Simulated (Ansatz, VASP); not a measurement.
# AlO4: VASP beside Ansatz

```
Al O
1.0
     4.09922    0.00000    0.00000
    -2.04961    3.55003    0.00000
     0.00000    0.00000    3.61260
Al O
1 4
Cartesian
  0.0000 0.0000 1.8063
  2.0496 0.0000 1.8063
  -1.0248 1.7750 1.8063
  1.0248 1.7750 1.8063
  0.0000 0.0000 0.0000
```

Alike in both runs: task relaxation of cell and atoms; functional PBE; k mesh 6 × 6 × 6; occupations gaussian, width 0.1 eV; collinear spin.

```csv
,VASP,Ansatz
version,VASP 6.6.1,Ansatz 0.2.0
potentials or method,"VASP PAW PBE potentials, release 64 (Al, O), cutoff 600 eV","scalar-relativistic, plane waves, PAW"
valence electrons in the cell,27,27
```

Ansatz gave:

| Quantity | Value |
| --- | --- |
| gap on the k mesh at the Fermi level, each at its own relaxed structure (eV) | none |
| net moment per atom (μB) | 0.38 |
| size of the moment on the site where the two differ most (μB) | 0.35 |
| relaxed volume (Å³/atom) | 10.51 |
| relaxed cell length with the largest relative difference (Å) | 4.099 |

Q: What did VASP give for the same quantities?

A: gap on the k mesh at the Fermi level, each at its own relaxed structure (eV): none; net moment per atom (μB): 0.38; size of the moment on the site where the two differ most (μB): 0.32; relaxed volume (Å³/atom): 10.45; relaxed cell length with the largest relative difference (Å): 4.090.

Site moments also hang on the region over which each program counts them. A gap of «none» marks a metal or a gap that the smearing closes.
